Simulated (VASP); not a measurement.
# Ag (P6_3/mmc) in VASP: further runs, part 2 of 2

VASP 6.6.1. The steps go on from the part before.

## (4) Relaxation of cell and atoms, LDA, target pressure 7 GPa, at which the enthalpy is minimised

Contents of INCAR:

```
ALGO     = Normal         # electronic algorithm
EDIFF    = 1E-7           # SCF threshold, eV
EDIFFG   = -0.002         # ionic threshold
ENCUT    = 600            # plane-wave cutoff, eV
IBRION   = 2              # ionic algorithm
ISIF     = 3              # what is computed and relaxed
ISMEAR   = -1             # smearing method
LASPH    = T              # aspherical terms in the spheres
LCHARG   = F              # write CHGCAR
LREAL    = F              # projectors in reciprocal space
LWAVE    = F              # write WAVECAR
NELM     = 80             # most SCF steps
NSW      = 100            # ionic steps
PREC     = Accurate       # precision mode
PSTRESS  = 70.0         
SIGMA    = 0.1            # smearing width, eV
```

Contents of KPOINTS:

```
k-points
0
Gamma
  18 18 10
```

Contents of POSCAR:

```
Ag
1.0
    2.8277090927      0.0000000000      0.0000000000
   -1.4138545463      2.4488679088      0.0000000000
    0.0000000000      0.0000000000      4.6341114828
Ag
2
Direct
    0.3333333333      0.6666666667      0.2500000000
    0.6666666667      0.3333333333      0.7500000000
```

Potentials or basis: VASP PAW LDA potentials, release 64 (Ag).

Started as:

```sh
$ cat potpaw_LDA.64/Ag/POTCAR > POTCAR
$ mpirun -np 1 vasp_std > vasp.out
```

OUTCAR:

```text
EDIFF = 1E-7
   EDIFFG = -0.002
   ENCUT = 600
   IBRION = 2
   ISIF = 3
   ISMEAR = -1
   LASPH = T
   LREAL = F
   NELM = 80
   NSW = 100
   PREC = Accurate
   PSTRESS = 70.0

 ion  position               nearest neighbor table
   1  0.333  0.667  0.250-   2 2.83   2 2.83   2 2.83   2 2.83   2 2.83   2 2.83
   2  0.667  0.333  0.750-   1 2.83   1 2.83   1 2.83   1 2.83   1 2.83   1 2.83

  LATTYP: Found a hexagonal cell.
 ALAT       =     2.8277090927
 C/A-ratio  =     1.6388218628

  Lattice vectors:

 A1 = (   2.8277090927,   0.0000000000,   0.0000000000)
 A2 = (  -1.4138545463,   2.4488679088,   0.0000000000)
 A3 = (   0.0000000000,   0.0000000000,   4.6341114828)

Analysis of symmetry for initial positions (statically):
=====================================================================
 Subroutine PRICEL returns:
 Original cell was already a primitive cell.

 Routine SETGRP: Setting up the symmetry group for a
 hexagonal supercell.

 Subroutine GETGRP returns: Found 24 space group operations
 (whereof 12 operations were pure point group operations)
 out of a pool of 24 trial point group operations.

The static configuration has the point symmetry D_3d.
 The point group associated with its full space group is D_6h.

Analysis of symmetry for dynamics (positions and initial velocities):
=====================================================================
 Subroutine PRICEL returns:
 Original cell was already a primitive cell.

 Routine SETGRP: Setting up the symmetry group for a
 hexagonal supercell.

 Subroutine GETGRP returns: Found 24 space group operations
 (whereof 12 operations were pure point group operations)
 out of a pool of 24 trial point group operations.

The dynamic configuration has the point symmetry D_3d.
 The point group associated with its full space group is D_6h.

 Subroutine INISYM returns: Found 24 space group operations
 (whereof 12 operations are pure point group operations),
 and found     1 'primitive' translations

----------------------------------------------------------------------------------------

                                     Primitive cell

  volume of cell :      32.0898

  direct lattice vectors                    reciprocal lattice vectors
     2.827709093  0.000000000  0.000000000     0.353643167  0.204175978  0.000000000
    -1.413854546  2.448867909  0.000000000     0.000000000  0.408351956  0.000000000
     0.000000000  0.000000000  4.634111483     0.000000000  0.000000000  0.215791097

  length of vectors
     2.827709093  2.827709093  4.634111483     0.408351956  0.408351956  0.215791097

  position of ions in fractional coordinates (direct lattice)
     0.333333333  0.666666667  0.250000000
     0.666666667  0.333333333  0.750000000

  ion indices of the primitive-cell ions
   primitive index   ion index
                 1           1
                 2           2

----------------------------------------------------------------------------------------

 KPOINTS: k-points

Automatic generation of k-mesh.
 Grid dimensions read from file:
 generate k-points for:   18   18   10

 Generating k-lattice:

[... 44 lines left out ...]
   number of dos      NEDOS =    301   number of ions     NIONS =      2
   total plane-waves  NPLWV =  23040
   dimension x,y,z NGX =    24 NGY =   24 NGZ =   40
   dimension x,y,z NGXF=    48 NGYF=   48 NGZF=   80
   ions per type =               2
   NGX,Y,Z   is equivalent  to a cutoff of  14.11, 14.11, 14.35 a.u.
   NGXF,Y,Z  is equivalent  to a cutoff of  28.22, 28.22, 28.70 a.u.
 SYSTEM =  unknown system
   PREC   = accura    normal or accurate (medium, high low for compatibility)
   ISTART =      0    job   : 0-new  1-cont  2-samecut
   ICHARG =      2    charge: 1-file 2-atom 10-const
   ISPIN  =      1    spin polarized calculation?
   LNONCOLLINEAR =      F non collinear calculations
   LSORBIT =      F    spin-orbit coupling
   LASPH  =      T    aspherical Exc in radial PAW
   ENCUT  =  600.0 eV  44.10 Ry    6.64 a.u.   5.65  5.65  9.26*2*pi/ulx,y,z
   NELM   =     80;   NELMIN=  2; NELMDL= -5     # of ELM steps
   EDIFF  = 0.1E-06   stopping-criterion for ELM
   LREAL  =      F    real-space projection
   EDIFFG = -.2E-02   stopping-criterion for IOM
   NSW    =    100    number of steps for IOM
   IBRION =      2    ionic relax: 0-MD 1-quasi-New 2-CG
   NFREE  =      1    steps in history (QN), initial steepest desc. (CG)
   ISIF   =      3    stress and relaxation
   ISYM   =      2    0-nonsym 1-usesym 2-fastsym
   POTIM  = 0.5000    time-step for ionic-motion
   TEBEG  =    0.0;   TEEND  =   0.0 temperature during run
   PSTRESS=   70.0 pullay stress
   NELECT =      22.0000    total number of electrons
   NUPDOWN=      -1.0000    fix difference up-down
   EMIN   =  10.00;   EMAX   =-10.00  energy-range for DOS
   EFERMI =   0.00;   METHOD = LEGACY
   ISMEAR =    -1;   SIGMA  =   0.10  broadening in eV -4-tet -1-fermi 0-gaus
   EFERMI_NEDOS =   21; number of points for ismear=-14 and -15
   IALGO  =     38    algorithm
   IMIX   =      4    mixing-type and parameters
     AMIX     =   0.40;   BMIX     =  1.00
     AMIX_MAG =   1.60;   BMIX_MAG =  1.00
  volume/ion in A,a.u.               =      16.04       108.28
  Fermi-wavevector in a.u.,A,eV,Ry     =   1.443534  2.727883 28.351670  2.083789
  Thomas-Fermi vector in A             =   2.561930
   LORBIT       =      0    0 simple, 1 ext, 2 COOP (PROOUT), +10 PAW based schemes
   GGA     = CA    functional components
   LHFCALC =     F    Hartree Fock is set to
   AEXX    =    0.0000 exact exchange contribution
   IVDW    =     0    specifies the selected vdW correction
   LEPSILON=     F    determine dielectric tensor
   LRPA    =     F    only Hartree local field effects (RPA)
 conjugate gradient relaxation of ions
 non-spin polarized calculation
  energy-cutoff  :      600.00
  volume of cell :       32.09
 maximum number of plane-waves:      1099
 NGX is ok and might be reduce to    24
   NGX = 11   NGY = 11   NGZ = 19

--------------------------------------- Ionic step        1  -------------------------------------------

 number of electron      22.0000005 magnetization

 Free energy of the ion-electron system (eV)
  ---------------------------------------------------
  ext. energy  EPLUGINS =         0.00000000
  ---------------------------------------------------
  free energy    TOTEN  =        -7.55819868 eV

  energy without entropy =       -7.53757862  energy(sigma->0) =       -7.54788865

------------------------ aborting loop because EDIFF is reached ----------------------------------------

  FORCE on cell =-STRESS in cart. coord.  units (eV):
  Direction    XX          YY          ZZ          XY          YZ          ZX
  --------------------------------------------------------------------------------------
  -------------------------------------------------------------------------------------
  Total        0.0273429      0.0273429      0.0310192      0.0000000      0.0000000     -0.0000000
  in kB        1.3651748      1.3651748      1.5487272      0.0000000      0.0000000     -0.0000000
  external PRESSURE =     -68.5736411 kB  Pullay stress =      70.0000000 kB
[... 25 lines left out ...]
--------------------------------------- Ionic step        2  -------------------------------------------

 number of electron      22.0000000 magnetization

 E-fermi :  10.6571     XC(G=0): -13.5602

 val. band max:       10.6491652476   @ k =   0.2778  -0.0000   0.3000
 cond. band min:      10.6731272546   @ k =   0.3333   0.0556   0.4000
 fundamental gap:      0.0239620070
 Fermi energy:        10.6571399563

 k-point     1 :       0.0000    0.0000    0.0000
  band No.  band energies     occupation
      1       1.5433      2.00000
      2       3.0937      2.00000
      3       5.1705      2.00000
      4       5.3104      2.00000
      5       5.3104      2.00000
      6       5.6330      2.00000
      7       5.6330      2.00000
      8       6.1253      2.00000
      9       6.1253      2.00000
     10       7.4683      2.00000
     11       7.4683      2.00000
     12       9.7129      1.99984
     13      15.1568      0.00000
     14      26.6849      0.00000
[... 604 lines left out ...]
--------------------------------------- Ionic step        7  -------------------------------------------

 number of electron      21.9999999 magnetization

 Free energy of the ion-electron system (eV)
  ---------------------------------------------------
  ext. energy  EPLUGINS =         0.00000000
  ---------------------------------------------------
  free energy    TOTEN  =        -7.52885124 eV

  energy without entropy =       -7.50808309  energy(sigma->0) =       -7.51846717

 E-fermi :   9.7060     XC(G=0): -13.2091

 val. band max:        9.7005543301   @ k =   0.5000   0.0000   0.2000
 cond. band min:       9.7086028897   @ k =   0.3333   0.1667   0.3000
 fundamental gap:      0.0080485596
 Fermi energy:         9.7060061127

 k-point     1 :       0.0000    0.0000    0.0000
  band No.  band energies     occupation
      1       1.0770      2.00000
      2       2.5940      2.00000
      3       4.4969      2.00000
      4       4.6256      2.00000
      5       4.6256      2.00000
      6       4.9160      2.00000
      7       4.9160      2.00000
      8       5.3617      2.00000
      9       5.3617      2.00000
     10       6.5808      2.00000
     11       6.5808      2.00000
     12       8.9507      1.99895
     13      13.8452      0.00000
     14      25.6547      0.00000
[... 448 lines left out ...]
  energy  without entropy=       -7.5080830892  energy(sigma->0) =       -7.51846717

  enthalpy is  TOTEN    =        -6.1870624124 eV   P V=        1.3417888315

 reached required accuracy - stopping structural energy minimisation
```

It took 1.9 min on 1 thread of Intel Xeon 6975P-C (Granite Rapids), shared host; peak memory 0.24 GiB.

Results:

```yaml
Free_energy: -7.5289 eV
Relaxed_volume: 15.36 Å³/atom
Relaxed_cell: a = 2.787 Å, b = 2.787 Å, c = 4.566 Å, α = 90.00°, β = 90.00°, γ = 120.00°
Space_group_after_relaxing_to_0.1_Å: P6_3/mmc (No. 194)
Energy_change_on_relaxing_the_run_minimises_the_enthalpy: +14.7 meV/atom
Ionic_steps: 7
Pressure_after_relaxing: 7.0 GPa
Band_gap_on_the_k_mesh: zero (bands 11 and 12 overlap by 7.90 eV)
```

The path:
```
step  energy change (eV)  largest force (eV/Å)  pressure (GPa)  volume (Å³)
   1              0.0000                0.0000            0.14        32.09
   2              0.1623                0.0000           18.64        29.00
   3              0.0286                0.0000            6.90        30.73
   4              0.0297                0.0000            7.04        30.70
   5              0.0291                0.0000            6.96        30.72
   6              0.0293                0.0000            6.98        30.71
   7              0.0293                0.0000            7.00        30.71
```

Final structure:
```xyz
2
Lattice="2.7867 0.0000 0.0000 -1.3934 2.4134 0.0000 0.0000 0.0000 4.5665" Properties=species:S:1:pos:R:3 pbc="T T T"
Ag    0.0000    1.6089    1.1416
Ag    1.3934    0.8045    3.4249
```

Levels at points of the mesh, in eV from the Fermi level:
| k point | band 9 | band 10 | band 11 | band 12 | band 13 | band 14 |
| --- | --- | --- | --- | --- | --- | --- |
| (0.00, 0.00, 0.00) | -4.34 | -3.13 | -3.13 | -0.76 | 4.14 | 15.95 |
| (0.50, 0.00, 0.00) | -2.89 | -2.78 | 0.11 | 1.82 | 7.31 | 7.58 |
| (0.00, 0.00, 0.50) | -3.50 | -3.50 | -3.50 | -3.50 | 11.87 | 11.87 |
| (0.50, 0.00, 0.50) | -2.85 | -2.85 | 0.61 | 0.61 | 5.22 | 5.22 |

Caveat: the cell is relaxed towards a set pressure, so the run minimises the enthalpy, not the energy. LDA usually gives volumes a few per cent too small.

## (5) Summary

```tsv
cell	gap on the mesh (eV)	pressure (GPa)
relaxed to 2 GPa	none	2.0
relaxed to 4 GPa	none	4.0
relaxed to 7 GPa	none	7.0
```

Alike in all rows: task relaxation of cell and atoms; level LDA; potentials or basis VASP PAW LDA potentials, release 64 (Ag); no spin polarisation; k mesh 18 × 18 × 10; cutoff (eV) 600; smearing fermi-dirac 0.1 eV.

Caveats: the cell is relaxed towards a set pressure, so the run minimises the enthalpy, not the energy.

Absolute energies hang on the potentials; compare differences alone.
